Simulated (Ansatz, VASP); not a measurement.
Two plane-wave programs on VSi2

File INCAR:

```
SYSTEM = VSi2
PREC = Accurate
ENCUT = 600
EDIFF = 1E-7
ISMEAR = 0
SIGMA = 0.1
LREAL = .FALSE.
LASPH = .TRUE.
NELM = 100
ALGO = Normal
ISIF = 3
LWAVE = .FALSE.
LCHARG = .FALSE.
GGA = PE
IBRION = 2
NSW = 90
EDIFFG = -0.04
```

KPOINTS

```
regular mesh
0
G
  6 6 6
  0 0 0
```

Contents of POSCAR:

```
VSi2
1.0
   -1.9690831917      1.9690831917      4.9494999963
    1.9690831917     -1.9690831917      4.9494999963
    1.9690831917      1.9690831917     -4.9494999963
V Si
2 4
Direct
    0.0000000000      0.0000000000      0.0000000000
    0.7500000000      0.2500000000      0.5000000000
    0.2066000000      0.2066000000      0.0000000000
    0.9566000000      0.4566000000      0.5000000000
    0.5434000000      0.0434000000      0.5000000000
    0.7934000000      0.7934000000      0.0000000000
```

Input for Ansatz:

```yaml
crystal:
  lattice:
    - [-1.9690831917, 1.9690831917, 4.9494999963]
    - [1.9690831917, -1.9690831917, 4.9494999963]
    - [1.9690831917, 1.9690831917, -4.9494999963]
  atoms:
    - { symbol: V, position: [0.0, 0.0, 0.0] }
    - { symbol: V, position: [0.75, 0.25, 0.5] }
    - { symbol: Si, position: [0.2066, 0.2066, 0.0] }
    - { symbol: Si, position: [0.9566, 0.4566, 0.5] }
    - { symbol: Si, position: [0.5434, 0.0434, 0.5] }
    - { symbol: Si, position: [0.7934, 0.7934, 0.0] }
basis:
  ecutwfc: 420
kpoints:
  mp_grid: { grid: [6, 6, 6] }
hamiltonian:
  xc: pbe
scf:
  occupations: { method: gaussian, width: 0.1 }
  lower_state_search: "off"
output:
  forces: true
  stress: true
  eigenvalues: true
relax:
  adjacent_minimum: "off"
  f_tol: 0.04
  max_steps: 70
  cell: { stress_tol: 0.4 }
```

Alike in both runs: task relaxation of cell and atoms; functional PBE; k mesh 6 × 6 × 6; occupations gaussian, width 0.1 eV; no spin polarisation.

|  | VASP | Ansatz |
| --- | --- | --- |
| version | VASP 6.6.1 | Ansatz 0.2.0 |
| potentials or method | VASP PAW PBE potentials, release 64 (V_sv, Si), cutoff 600 eV | scalar-relativistic, plane waves, PAW |
| valence electrons in the cell | 42 | 42 |

|  | VASP | Ansatz | Ansatz less VASP |
| --- | --- | --- | --- |
| gap on the k mesh at the Fermi level, each at its own relaxed structure (eV) | none | none | - |
| relaxed volume (Å³/atom) | 15.31 | 15.34 | +0.028 |
| relaxed cell length with the largest relative difference (Å) | 5.248 | 5.252 | +0.0037 |

A gap of «none» marks a metal or a gap that the smearing closes.

The k mesh is coarse, so the values compare programs but aren't converged. Noted on VASP's run: the volume moved by over 15 % at a fixed basis, so the end points are rough.
